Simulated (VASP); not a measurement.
Input of a VASP 6.6.1 run:

File INCAR:

```
SYSTEM = Sb
  ALGO = Normal
  DIPOL = 0.5 0.5 0.500
  EDIFF = 1E-6
  EDIFFG = -0.01
  ENCUT = 520
  GGA = CA
  IBRION = 2
  IDIPOL = 3
  ISIF = 2
  ISMEAR = -1
  LASPH = .TRUE.
  LCHARG = .FALSE.
  LDIPOL = .TRUE.
  LREAL = .FALSE.
  LWAVE = .FALSE.
  NELM = 60
  NSW = 32
  PREC = Accurate
  SIGMA = 0.05
```

Contents of KPOINTS:

```
k-points
0
G
  14 14 1
  0 0 0
```

POSCAR

```
Sb
1.0
    3.3135280288      0.0000000000      0.0000000000
   -1.6567640144      2.8695994490      0.0000000000
    0.0000000000      0.0000000000     26.8219000000
Sb
5
Direct
    0.8333333333      0.1666666667      0.2994801182
    0.1666666667      0.8333333333      0.3953626039
    0.5000000000      0.5000000000      0.4999999994
    0.8333333333      0.1666666667      0.6046373963
    0.1666666667      0.8333333333      0.7005198821
```

Potentials or basis: VASP PAW LDA potentials, release 64 (Sb).

The run is started by

```bash
$ cat potpaw_LDA.64/Sb/POTCAR > POTCAR
$ mpirun -np 1 vasp_std > vasp.out
```

Task: Estimate the energy gained by relaxing.

Result: 0.1 meV/atom.

Final structure:
```cif
data_structure
_symmetry_space_group_name_H-M 'P 1'
_symmetry_Int_Tables_number 1
_cell_length_a 3.3135
_cell_length_b 3.3135
_cell_length_c 26.8219
_cell_angle_alpha 90.000
_cell_angle_beta 90.000
_cell_angle_gamma 120.000
_cell_volume 255.04
loop_
_atom_site_label
_atom_site_type_symbol
_atom_site_fract_x
_atom_site_fract_y
_atom_site_fract_z
_atom_site_occupancy
Sb1 Sb 0.83333 0.16667 0.29926 1
Sb2 Sb 0.16667 0.83333 0.39555 1
Sb3 Sb 0.50000 0.50000 0.50000 1
Sb4 Sb 0.83333 0.16667 0.60445 1
Sb5 Sb 0.16667 0.83333 0.70074 1
```

Caveat: the highest band is partly filled, so the run has too few bands.
